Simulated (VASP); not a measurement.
# MgH2 (Fm-3m) in VASP: notebook

Runs on MgH2. Level: PBEsol. Tasks: single point, relaxation of cell and atoms.

Program: VASP 6.6.1. These are calculated values, not measurements. Logs are shortened: lines on timing, memory, paths and dates and some standing lists are left out, and cuts for length are marked.

**1. The cell of the first run**

The structure is cubic, space group Fm-3m (No. 225). Conventional cell: a = 4.614 Å, b = 4.614 Å, c = 4.614 Å, α = 90.00°, β = 90.00°, γ = 90.00°. Mg (site symmetry m-3m) has 8 H at 2.00 Å within 2.6 Å. H (site symmetry -43m) has 4 Mg at 2.00 Å and 6 H at 2.31 Å within 2.6 Å.

**2. Single point, PBEsol**

Contents of INCAR:

```
SYSTEM = MgH2
PREC     = Accurate       ! precision mode
ENCUT    = 520            ! plane-wave cutoff, eV
EDIFF    = 1E-6           ! SCF threshold, eV
ISMEAR   = -1             ! smearing method
SIGMA    = 0.05           ! smearing width, eV
LREAL    = .FALSE.        ! projectors in reciprocal space
LASPH    = .TRUE.         ! aspherical terms in the spheres
NELM     = 80             ! most SCF steps
ALGO     = Normal         ! electronic algorithm
ISIF     = 2              ! what is computed and relaxed
LWAVE    = .FALSE.        ! write WAVECAR
LCHARG   = .TRUE.         ! write CHGCAR
GGA      = PS             ! functional
LELF     = .TRUE.         ! ELF
LVHAR    = .TRUE.       
NBANDS   = 9              ! bands
```

Contents of KPOINTS:

```
regular mesh
0
G
  10 10 10
  0 0 0
```

Contents of POSCAR:

```
MgH2
1.0
    0.0000000000      2.3070916868      2.3070916868
    2.3070916868      0.0000000000      2.3070916868
    2.3070916868      2.3070916868      0.0000000000
Mg H
1 2
Direct
    0.0000000000      0.0000000000      0.0000000000
    0.2500000000      0.2500000000      0.2500000000
    0.7500000000      0.7500000000      0.7500000000
```

Potentials or basis: VASP PAW PBE potentials, release 64 (Mg, H).

Command:

```console
> cat potpaw_PBE.64/Mg/POTCAR potpaw_PBE.64/H/POTCAR > POTCAR
> mpirun -np 1 vasp_std > vasp.out
```

OUTCAR:

```text
SYSTEM = MgH2
   PREC = Accurate
   ENCUT = 520
   EDIFF = 1E-6
   ISMEAR = -1
   LREAL = .FALSE.
   LASPH = .TRUE.
   NELM = 80
   ISIF = 2
   GGA = PS

 ion  position               nearest neighbor table
   1  0.000  0.000  0.000-   2 2.00   3 2.00   3 2.00   3 2.00   3 2.00   2 2.00   2 2.00   2 2.00

   2  0.250  0.250  0.250-   1 2.00   1 2.00   1 2.00   1 2.00
   3  0.750  0.750  0.750-   1 2.00   1 2.00   1 2.00   1 2.00

  LATTYP: Found a face centered cubic cell.
 ALAT       =     4.6141833736

  Lattice vectors:

 A1 = (   0.0000000000,   2.3070916868,   2.3070916868)
 A2 = (   2.3070916868,   0.0000000000,   2.3070916868)
 A3 = (   2.3070916868,   2.3070916868,   0.0000000000)

Analysis of symmetry for initial positions (statically):
=====================================================================
 Subroutine PRICEL returns:
 Original cell was already a primitive cell.

 Routine SETGRP: Setting up the symmetry group for a
 face centered cubic supercell.

 Subroutine GETGRP returns: Found 48 space group operations
 (whereof 48 operations were pure point group operations)
 out of a pool of 48 trial point group operations.

The static configuration has the point symmetry O_h .

Analysis of symmetry for dynamics (positions and initial velocities):
=====================================================================
 Subroutine PRICEL returns:
 Original cell was already a primitive cell.

 Routine SETGRP: Setting up the symmetry group for a
 face centered cubic supercell.

 Subroutine GETGRP returns: Found 48 space group operations
 (whereof 48 operations were pure point group operations)
 out of a pool of 48 trial point group operations.

The dynamic configuration has the point symmetry O_h .

 Subroutine INISYM returns: Found 48 space group operations
 (whereof 48 operations are pure point group operations),
 and found     1 'primitive' translations

----------------------------------------------------------------------------------------

                                     Primitive cell

  volume of cell :      24.5598

  direct lattice vectors                    reciprocal lattice vectors
     0.000000000  2.307091687  2.307091687    -0.216723073  0.216723073  0.216723073
     2.307091687  0.000000000  2.307091687     0.216723073 -0.216723073  0.216723073
     2.307091687  2.307091687  0.000000000     0.216723073  0.216723073 -0.216723073

  length of vectors
     3.262720353  3.262720353  3.262720353     0.375375374  0.375375374  0.375375374

[... 89 lines left out ...]
   ISYM   =      2    0-nonsym 1-usesym 2-fastsym
   POTIM  = 0.5000    time-step for ionic-motion
   TEBEG  =    0.0;   TEEND  =   0.0 temperature during run
   PSTRESS=    0.0 pullay stress
   NELECT =       4.0000    total number of electrons
   NUPDOWN=      -1.0000    fix difference up-down
   EMIN   =  10.00;   EMAX   =-10.00  energy-range for DOS
   EFERMI =   0.00;   METHOD = LEGACY
   ISMEAR =    -1;   SIGMA  =   0.05  broadening in eV -4-tet -1-fermi 0-gaus
   EFERMI_NEDOS =   21; number of points for ismear=-14 and -15
   IALGO  =     38    algorithm
   IMIX   =      4    mixing-type and parameters
     AMIX     =   0.40;   BMIX     =  1.00
     AMIX_MAG =   1.60;   BMIX_MAG =  1.00
  volume/ion in A,a.u.               =       8.19        55.25
  Fermi-wavevector in a.u.,A,eV,Ry     =   0.894033  1.689476 10.875057  0.799294
  Thomas-Fermi vector in A             =   2.016186
   LORBIT       =      0    0 simple, 1 ext, 2 COOP (PROOUT), +10 PAW based schemes
   GGA     = PS    functional components
   LHFCALC =     F    Hartree Fock is set to
   AEXX    =    0.0000 exact exchange contribution
   IVDW    =     0    specifies the selected vdW correction
   LEPSILON=     F    determine dielectric tensor
   LRPA    =     F    only Hartree local field effects (RPA)
 non-spin polarized calculation
  energy-cutoff  :      520.00
  volume of cell :       24.56
 maximum number of plane-waves:       678
   NGX = 13   NGY = 13   NGZ = 13

 number of electron       4.0000001 magnetization

 Free energy of the ion-electron system (eV)
  ---------------------------------------------------
  ext. energy  EPLUGINS =         0.00000000
  ---------------------------------------------------
  free energy    TOTEN  =        -8.57366937 eV

  energy without entropy =       -8.57043958  energy(sigma->0) =       -8.57205448

 E-fermi :   3.3908     XC(G=0):  -9.4430

 val. band max:        3.2656239829   @ k =   0.2000   0.1000   0.0000
 cond. band min:       3.4074038182   @ k =   0.5000   0.4000   0.0000
 fundamental gap:      0.1417798353
 Fermi energy:         3.3908424558

 k-point     1 :       0.0000    0.0000    0.0000
  band No.  band energies     occupation
      1      -7.1584      2.00000
      2       4.7386      0.00000
      3      13.0549      0.00000
      4      13.0549      0.00000
      5      13.0549      0.00000
      6      16.1145      0.00000
      7      16.1145      0.00000
      8      16.1145      0.00000
      9      16.9354      0.00000
[... 265 lines left out ...]
 k-point    24 :       0.4000    0.3000    0.0000
  band No.  band energies     occupation
      1      -4.0535      2.00000
      2       1.2463      2.00000
      3       5.7531      0.00000
      4       8.6286      0.00000
      5       8.9779      0.00000
      6      13.4064      0.00000
      7      19.5698      0.00000
      8      21.2812      0.00000
      9      21.9251      0.00000

 [... further k-points ...]

------------------------ aborting loop because EDIFF is reached ----------------------------------------

  FORCE on cell =-STRESS in cart. coord.  units (eV):
  Direction    XX          YY          ZZ          XY          YZ          ZX
  --------------------------------------------------------------------------------------
  -------------------------------------------------------------------------------------
  Total        0.7199146      0.7199146      0.7199146      0.0000000      0.0000000      0.0000000
  in kB       46.9642060     46.9642060     46.9642060      0.0000000      0.0000000      0.0000000
  external PRESSURE =      46.9642060 kB  Pullay stress =       0.0000000 kB

 VOLUME and BASIS-vectors are now :
 -----------------------------------------------------------------------------
  energy-cutoff  :      520.00
  volume of cell :       24.56
      direct lattice vectors                 reciprocal lattice vectors
     0.000000000  2.307091687  2.307091687    -0.216723073  0.216723073  0.216723073
     2.307091687  0.000000000  2.307091687     0.216723073 -0.216723073  0.216723073
     2.307091687  2.307091687  0.000000000     0.216723073  0.216723073 -0.216723073

 POSITION                                       TOTAL-FORCE (eV/Angst)
 -----------------------------------------------------------------------------------
      0.00000      0.00000      0.00000         0.000000     -0.000000      0.000000
      1.15355      1.15355      1.15355        -0.000000     -0.000000     -0.000000
      3.46064      3.46064      3.46064         0.000000      0.000000      0.000000
 -----------------------------------------------------------------------------------
    total drift:                                0.000000      0.000000      0.000000

  FREE ENERGIE OF THE ION-ELECTRON SYSTEM (eV)
  ---------------------------------------------------
  free  energy   TOTEN  =        -8.5736693706 eV

  energy  without entropy=       -8.5704395826  energy(sigma->0) =       -8.57205448
```

OSZICAR:

```text
N       E                     dE             d eps       ncg     rms          rms(c)
DAV:   1    -0.382244286834E+01   -0.38224E+01   -0.17585E+03   902   0.340E+02
DAV:   2    -0.907388295981E+01   -0.52514E+01   -0.47811E+01  1120   0.429E+01
DAV:   3    -0.918831112156E+01   -0.11443E+00   -0.11420E+00  1021   0.594E+00
DAV:   4    -0.918848998233E+01   -0.17886E-03   -0.17885E-03  1178   0.231E-01
DAV:   5    -0.918849040601E+01   -0.42368E-06   -0.42380E-06  1038   0.912E-03    0.448E+00
DAV:   6    -0.873186020162E+01    0.45663E+00   -0.30630E-01   903   0.212E+00    0.225E+00
DAV:   7    -0.857259278349E+01    0.15927E+00   -0.37230E-01   907   0.254E+00    0.350E-01
DAV:   8    -0.857390007020E+01   -0.13073E-02   -0.43780E-03   953   0.352E-01    0.912E-02
DAV:   9    -0.857366663700E+01    0.23343E-03   -0.46438E-04   953   0.864E-02    0.113E-02
DAV:  10    -0.857366918111E+01   -0.25441E-05   -0.12891E-05  1060   0.219E-02    0.851E-03
DAV:  11    -0.857366937061E+01   -0.18949E-06   -0.91325E-07   891   0.357E-03
   1 F= -.85736694E+01 E0= -.85720545E+01  d E =-.322979E-02
```

It took 7.3 s on 1 thread of Intel Xeon 6975P-C, shared host; peak memory 0.14 GiB.

Results:

* Free energy: -8.5737 eV
* Pressure: 4.7 GPa
* Band gap on the k mesh: zero (band 2 reaches 4.74 eV, above the bottom of band 3 at 2.89 eV)

Levels at points of the mesh, in eV from the Fermi level:
```csv
k point,band 1,band 2,band 3,band 4,band 5,band 6
"(0.00, 0.00, 0.00)",-10.55,1.35,9.66,9.66,9.66,12.72
"(0.50, 0.00, 0.00)",-5.95,-5.91,7.11,8.17,9.28,9.28
"(0.50, 0.50, 0.00)",-5.95,-2.32,-0.50,4.94,4.94,8.48
```

Caveat: the PAW data sets were made with another functional, which shifts forces and pressure a little.

**3. Single point, PBEsol**

This run uses another cell than the first one, of 8.54 Å³/atom, 1.043 times its volume.

Contents of INCAR:

```
SYSTEM = MgH2
ALGO = Normal ; EDIFF = 1E-6
ENCUT = 520 ; GGA = PS
ISIF = 2 ; ISMEAR = -1
LASPH = .TRUE. ; LCHARG = .FALSE.
LREAL = .FALSE. ; LWAVE = .FALSE.
NBANDS = 9 ; NELM = 100
PREC = Accurate ; SIGMA = 0.05
```

Contents of KPOINTS:

```
k-points
0
G
  10 10 10
  0 0 0
```

Contents of POSCAR:

```
MgH2
1.0
    0.0000000000      2.3394837726      2.3394837726
    2.3394837726      0.0000000000      2.3394837726
    2.3394837726      2.3394837726      0.0000000000
Mg H
1 2
Direct
    0.0000000000      0.0000000000      0.0000000000
    0.2500000000      0.2500000000      0.2500000000
    0.7500000000      0.7500000000      0.7500000000
```

Potentials or basis: VASP PAW PBE potentials, release 64 (Mg, H).

Command:

```console
> cat potpaw_PBE.64/Mg/POTCAR potpaw_PBE.64/H/POTCAR > POTCAR
> mpirun -np 1 vasp_std > vasp.out
```

Wall time 11 s (1 thread of Intel Xeon 6975P-C, shared host); peak memory 0.16 GiB.

Results (log left out):

- Free energy: -8.5951 eV
- Pressure: 1.7 GPa
- Band gap on the k mesh: zero (band 2 reaches 4.39 eV, above the bottom of band 3 at 2.67 eV)

Levels at points of the mesh, in eV from the Fermi level:
| k point | band 1 | band 2 | band 3 | band 4 | band 5 | band 6 |
| --- | --- | --- | --- | --- | --- | --- |
| (0.00, 0.00, 0.00) | -10.28 | 1.24 | 9.49 | 9.49 | 9.49 | 12.31 |
| (0.50, 0.00, 0.00) | -5.82 | -5.76 | 6.95 | 7.79 | 9.13 | 9.13 |
| (0.50, 0.50, 0.00) | -5.81 | -2.27 | -0.48 | 4.80 | 4.80 | 8.18 |

Caveat: the PAW data sets were made with another functional, which shifts forces and pressure a little.

**4. Relaxation of cell and atoms, PBEsol, target pressure 2 GPa, at which the enthalpy is minimised**

This run uses another cell than the first one, of 9.00 Å³/atom, 1.099 times its volume.

Contents of INCAR:

```
  PREC = Accurate
  ENCUT = 600
  EDIFF = 1E-6
  ISMEAR = -1
  SIGMA = 0.05
  LREAL = F
  LASPH = T
  NELM = 100
  ALGO = Normal
  ISIF = 3
  LWAVE = F
  LCHARG = F
  GGA = PS
  IBRION = 2
  NSW = 60
  EDIFFG = -0.01
  PSTRESS = 20.0
```

Contents of KPOINTS:

```
Automatic mesh
0
Gamma
  10 10 10
```

Contents of POSCAR:

```
MgH2
1.0
    0.0000000000      2.3810671667      2.3810671667
    2.3810671667      0.0000000000      2.3810671667
    2.3810671667      2.3810671667      0.0000000000
Mg H
1 2
Direct
    0.0000000000      0.0000000000      0.0000000000
    0.2500000000      0.2500000000      0.2500000000
    0.7500000000      0.7500000000      0.7500000000
```

Command:

```console
> cat potpaw_PBE.64/Mg/POTCAR potpaw_PBE.64/H/POTCAR > POTCAR
> mpirun -np 1 vasp_std > vasp.out
```

Run time: 16 s. Hardware: 1 thread of Intel Xeon 6975P-C, shared host; peak memory 0.17 GiB.

It converged, with:

- Free energy: -8.5959 eV
- Relaxed volume: 8.52 Å³/atom
- Relaxed cell: a = 3.307 Å, b = 3.307 Å, c = 3.307 Å, α = 60.00°, β = 60.00°, γ = 60.00°
- Space group after relaxing (to 0.05 Å): Fm-3m (No. 225)
- Energy change on relaxing (the enthalpy is what falls): +0.3 meV/atom
- Ionic steps: 3
- Pressure after relaxing: 1.9 GPa
- Band gap on the k mesh: zero (band 2 reaches 4.41 eV, above the bottom of band 3 at 2.67 eV)

Step by step:
| step | energy change (eV) | largest force (eV/Å) | pressure (GPa) | volume (Å³) |
| --- | --- | --- | --- | --- |
| 1 | 0.0000 | 0.0000 | -1.51 | 27.00 |
| 2 | -0.0032 | 0.0000 | 0.19 | 26.24 |
| 3 | 0.0010 | 0.0000 | 1.89 | 25.56 |

Final structure:
```
CELL_PARAMETERS angstrom
0.00000 2.33814 2.33814
2.33814 0.00000 2.33814
2.33814 2.33814 0.00000
ATOMIC_POSITIONS crystal
Mg 0.00000 0.00000 0.00000
H 0.25000 0.25000 0.25000
H 0.75000 0.75000 0.75000
```

Levels at points of the mesh, in eV from the Fermi level:
| k point | band 1 | band 2 | band 3 | band 4 | band 5 | band 6 |
| --- | --- | --- | --- | --- | --- | --- |
| (0.00, 0.00, 0.00) | -10.29 | 1.25 | 9.50 | 9.50 | 9.50 | 12.33 |
| (0.50, 0.00, 0.00) | -5.82 | -5.77 | 6.96 | 7.80 | 9.13 | 9.13 |
| (0.50, 0.50, 0.00) | -5.81 | -2.27 | -0.48 | 4.81 | 4.81 | 8.19 |

Caveat: the cell is relaxed towards a set pressure, so the enthalpy falls and the energy may rise; the PAW data sets were made with another functional, which shifts forces and pressure a little.

[end of part 1 of 2]
